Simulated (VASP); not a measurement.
A run of VASP 6.6.1 is set up as follows.

File INCAR:

```
PREC = Accurate
ENCUT = 520
EDIFF = 1E-7
ISMEAR = 0
SIGMA = 0.03
LREAL = False
LASPH = True
NELM = 80
ALGO = Normal
ISIF = 2
LWAVE = False
LCHARG = False
GGA = PE
IVDW = 12
NBANDS = 17
```

The input KPOINTS:

```
regular mesh
0
Gamma
  10 10 10
```

File POSCAR:

```
PbSe
1.0
    0.0000000000      3.2539538932      3.0518833565
    3.2539538932      0.0000000000      3.0518833565
    3.2539538932      3.2539538932      0.0000000000
Pb Se
1 1
Direct
    0.0000000000      0.0000000000      0.0000000000
    0.5000000000      0.5000000000      0.5000000000
```

Potentials or basis: VASP PAW PBE potentials, release 64 (Pb_d, Se).

Launch:

```bash
$ cat potpaw_PBE.64/Pb_d/POTCAR potpaw_PBE.64/Se/POTCAR > POTCAR
$ mpirun -np 1 vasp_std > vasp.out
```

(1) Predict the dispersion energy per atom.

(2) What does it give for the pressure?

Answers

(1) -0.338 eV.

(2) -1.8 GPa.
